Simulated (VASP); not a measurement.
Pd2Au, 6 atoms in the cell. The structure is hexagonal, space group P6_3/mmc (No. 194). Conventional cell: a = 2.818 Å, b = 2.818 Å, c = 14.172 Å, α = 90.00°, β = 90.00°, γ = 120.00°. Au (site symmetry -6m2) has 6 Au at 2.82 Å and 6 Pd at 2.89 Å within 3.7 Å. Within 3.7 Å of Pd (site symmetry 3m) lie 9 Pd at 2.82 Å and 3 Au at 2.89 Å. 

| Quantity | Value |
| --- | --- |
| Program | VASP 6.6.1 |
| Task | single point |
| Functional | PBE |
| Potentials or basis | VASP PAW PBE potentials, release 64 (Au, Pd) |
| Cutoff | 520 eV |
| k mesh | 13 × 13 × 3 |
| Occupations | methfessel-paxton, width 0.2345 eV |
| Spin | no spin polarisation |
| Dipole correction | no |
| Further INCAR settings | ALGO = Normal; EDIFF = 1e-06; NBANDS = 40 |

Potentials or basis: VASP PAW PBE potentials, release 64 (Au, Pd).

The run is started by

```sh
$ cat potpaw_PBE.64/Au/POTCAR potpaw_PBE.64/Pd/POTCAR > POTCAR
$ mpirun -np 1 vasp_std > vasp.out
```

Hardware: 1 thread of Intel(R) Xeon(R) 6975P-C (Granite Rapids) (shared host).

Task: How long does it take, and how much memory?

Result: Wall time 68 s on 1 thread of Intel(R) Xeon(R) 6975P-C (Granite Rapids), on a shared host, peak memory 0.31 GiB. Counts: scf iterations 14, k points 42.
